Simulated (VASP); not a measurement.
Set up this calculation in VASP 6.6.1, as the native input.

```yaml
Task: single point
Functional: PBE
Potentials_or_basis: VASP PAW PBE potentials, release 64 (Te, Br)
Cutoff: 520 eV
k_mesh: 4 × 4 × 4
Occupations: gaussian, width 0.1 eV
Spin: no spin polarisation
Dipole_correction: no
Further_INCAR_settings: ALGO = Normal; EDIFF = 1e-07; NBANDS = 20
```

The structure of Te3Br lies in POSCAR:

```
Te3Br
1.0
    4.8042243695      0.0000000000      0.0000000000
    0.0000000000      4.8042243695      0.0000000000
    0.0000000000      0.0000000000      4.8042243695
Te Br
3 1
Direct
    0.0000000000      0.5000000000      0.5000000000
    0.5000000000      0.0000000000      0.5000000000
    0.5000000000      0.5000000000      0.0000000000
    0.0000000000      0.0000000000      0.0000000000
```

The input as run:

INCAR

```
SYSTEM = Te3Br
PREC = Accurate
ENCUT = 520
EDIFF = 1E-7
ISMEAR = 0
SIGMA = 0.1
LREAL = .FALSE.
LASPH = .TRUE.
NELM = 80
ALGO = Normal
ISIF = 2
LWAVE = .FALSE.
LCHARG = .FALSE.
GGA = PE
NBANDS = 20
```

KPOINTS

```
regular mesh
0
G
  4 4 4
  0 0 0
```

Potentials or basis: VASP PAW PBE potentials, release 64 (Te, Br).

Command:

```bash
$ cat potpaw_PBE.64/Te/POTCAR potpaw_PBE.64/Br/POTCAR > POTCAR
$ mpirun -np 1 vasp_std > vasp.out
```

It gave:

The pressure is -0.2 GPa.

Caveat: an odd number of electrons without spin polarisation forces a metal; a magnetic or distorted state may lie lower.

Run time: 22 s on 1 thread of Intel(R) Xeon(R) Platinum 8259CL CPU @ 2.50GHz (Skylake/Cascade Lake) (shared host), peak memory 0.21 GiB.
